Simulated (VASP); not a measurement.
# LiF (I4/mmm) in VASP: further runs, part 2 of 2

VASP 6.6.1. Earlier steps stand in the parts before.

**4. Single point, PBE (strain +0.1312 x Voigt [1, 0, 0, 0, 0, 0])**

Contents of INCAR:

```
SYSTEM = LiF
  ALGO = Normal
  EDIFF = 1E-7
  ENCUT = 520
  GGA = PE
  ISIF = 2
  ISMEAR = 0
  LASPH = .True.
  LCHARG = .False.
  LREAL = .False.
  LWAVE = .False.
  NBANDS = 12
  NELM = 80
  PREC = Accurate
  SIGMA = 0.05
```

Contents of KPOINTS:

```
k-points
0
Gamma
  10 10 10
  0 0 0
```

Contents of POSCAR:

```
LiF
1.0
    0.0000000000      2.0140000000      2.0140000000
    2.2782368000      0.0000000000      2.0140000000
    2.2782368000      2.0140000000      0.0000000000
Li F
1 1
Direct
    0.0000000000      0.0000000000      0.0000000000
    0.5000000000      0.5000000000      0.5000000000
```

Potentials or basis: VASP PAW PBE potentials, release 64 (Li_sv, F).

Launch:

```bash
> cat potpaw_PBE.64/Li_sv/POTCAR potpaw_PBE.64/F/POTCAR > POTCAR
> mpirun -np 1 vasp_std > vasp.out
```

OUTCAR:

```text
SYSTEM = LiF
   EDIFF = 1E-7
   ENCUT = 520
   GGA = PE
   ISIF = 2
   ISMEAR = 0
   LASPH = .True.
   LREAL = .False.
   NELM = 80
   PREC = Accurate

 ion  position               nearest neighbor table
   1  0.000  0.000  0.000-   2 2.01   2 2.01   2 2.01   2 2.01
   2  0.500  0.500  0.500-   1 2.01   1 2.01   1 2.01   1 2.01

  LATTYP: Found a body centered tetragonal cell.
 ALAT       =     2.8482261146
 C/A-ratio  =     1.5997583818

  Lattice vectors:

 A1 = (   2.2782368000,   0.0000000000,   2.0140000000)
[... 539 lines left out ...]
      8      15.9675      0.00000
      9      16.6754      0.00000
     10      17.9756      0.00000
     11      29.3198      0.00000
     12      30.0010      0.00000

 [... further k-points ...]
[... 5 lines left out ...]
  --------------------------------------------------------------------------------------
  -------------------------------------------------------------------------------------
  Total       -0.7095758     -0.3734703     -0.3734703      0.0000000      0.0000000      0.0000000
  in kB      -61.5122493    -32.3756749    -32.3756749      0.0000000      0.0000000      0.0000000
  external PRESSURE =     -42.0878664 kB  Pullay stress =       0.0000000 kB

 VOLUME and BASIS-vectors are now :
 -----------------------------------------------------------------------------
  energy-cutoff  :      520.00
  volume of cell :       18.48
      direct lattice vectors                 reciprocal lattice vectors
     0.000000000  2.014000000  2.014000000    -0.219467968  0.248262165  0.248262165
     2.278236800  0.000000000  2.014000000     0.219467968 -0.248262165  0.248262165
     2.278236800  2.014000000  0.000000000     0.219467968  0.248262165 -0.248262165

 POSITION                                       TOTAL-FORCE (eV/Angst)
 -----------------------------------------------------------------------------------
      0.00000      0.00000      0.00000         0.000000     -0.000000     -0.000000
      2.27824      2.01400      2.01400        -0.000000      0.000000      0.000000
 -----------------------------------------------------------------------------------
    total drift:                                0.000000     -0.000000      0.000000

  FREE ENERGIE OF THE ION-ELECTRON SYSTEM (eV)
  ---------------------------------------------------
  free  energy   TOTEN  =        -9.5977866281 eV

  energy  without entropy=       -9.5977866281  energy(sigma->0) =       -9.59778663
```

stdout:

```text
POSCAR found type information on POSCAR LiF
 POSCAR found :  2 types and       2 ions
 scaLAPACK will be used
 LDA part: xc-table for (Slater+PW92), standard interpolation
 POSCAR, INCAR and KPOINTS ok, starting setup
 FFT: planning ... GRIDC
 FFT: planning ... GRID_SOFT
 FFT: planning ... GRID
 WAVECAR not read
 entering main loop
```

Wall time 13 s (1 thread of Intel Xeon Platinum 8488C (Sapphire Rapids), shared host); peak memory 0.13 GiB.

Results:

```
Free energy            : -9.5978 eV
Band gap on the k mesh : 7.96 eV, direct
```

Caveat: the cell differs from its parent crystal (strain +0.1312 x Voigt [1, 0, 0, 0, 0, 0]); the cutoff is under 1.25 times the usual one of these potentials, so pressure, stress and relaxed cells hold a basis-set (Pulay) error. A k mesh can miss the band edges.

**5. Single point, PBE (strain +0.1500 x Voigt [1, 0, 0, 0, 0, 0])**

Contents of INCAR:

```
  PREC = Accurate
  ENCUT = 520
  EDIFF = 1E-6
  ISMEAR = 0
  SIGMA = 0.05
  LREAL = False
  LASPH = True
  NELM = 60
  ALGO = Normal
  ISIF = 2
  LWAVE = False
  LCHARG = True
  GGA = PE
  LELF = True
  LVHAR = True
  NBANDS = 12
```

Contents of KPOINTS:

```
Automatic mesh
0
Gamma
  10 10 10
```

Contents of POSCAR:

```
LiF
1.0
    0.0000000000      2.0140000000      2.0140000000
    2.3161000000      0.0000000000      2.0140000000
    2.3161000000      2.0140000000      0.0000000000
Li F
1 1
Direct
    0.0000000000      0.0000000000      0.0000000000
    0.5000000000      0.5000000000      0.5000000000
```

Launch:

```bash
> cat potpaw_PBE.64/Li_sv/POTCAR potpaw_PBE.64/F/POTCAR > POTCAR
> mpirun -np 1 vasp_std > vasp.out
```

Wall time 15 s (1 thread of Intel Xeon Platinum 8488C (Sapphire Rapids), shared host); peak memory 0.14 GiB.

It converged, with:

```yaml
Free_energy: -9.5866 eV
Band_gap_on_the_k_mesh: 7.84 eV, direct
```

Levels at points of the mesh, in eV from the valence-band top:
```tsv
k point	band 1	band 2	band 3	band 4	band 5	band 6	band 7	band 8	band 9	band 10
(0.00, 0.00, 0.00)	-41.28	-19.72	-0.17	-0.17	0.00	7.84	20.53	22.38	23.16	23.16
(0.50, 0.00, 0.00)	-41.24	-19.40	-2.20	-0.39	-0.15	10.03	15.04	16.84	18.94	26.77
(0.50, 0.50, 0.00)	-41.23	-19.15	-2.55	-1.39	-0.64	14.35	15.37	15.98	17.38	19.01
(0.00, 0.50, 0.50)	-41.25	-19.31	-2.56	-0.69	-0.69	12.14	15.69	16.96	19.97	19.97
```

Caveat: the cell differs from its parent crystal (strain +0.1500 x Voigt [1, 0, 0, 0, 0, 0]); the cutoff is under 1.25 times the usual one of these potentials, so pressure, stress and relaxed cells hold a basis-set (Pulay) error.

**6. The runs side by side**

```tsv
cell	gap on the mesh (eV)
a = 2.848, b = 2.743, c = 2.743 Å, angles 62.5, 58.7, 58.7°, 2 atoms	9.71
a = 2.848, b = 3.013, c = 3.013 Å, angles 56.4, 61.8, 61.8°, 2 atoms	8.09
a = 2.848, b = 3.041, c = 3.041 Å, angles 55.9, 62.1, 62.1°, 2 atoms	7.96
a = 2.848, b = 3.069, c = 3.069 Å, angles 55.3, 62.4, 62.4°, 2 atoms	7.84
```

Alike in all rows: task single point; level PBE; potentials or basis VASP PAW PBE potentials, release 64 (Li_sv, F); no spin polarisation; k mesh 10 × 10 × 10; cutoff (eV) 520; smearing gaussian 0.05 eV.

Caveats: the cutoff is under 1.25 times the usual one of these potentials, so pressure, stress and relaxed cells hold a basis-set (Pulay) error.

Total energies depend on the potentials used, so only differences within one code and one set of settings carry meaning.
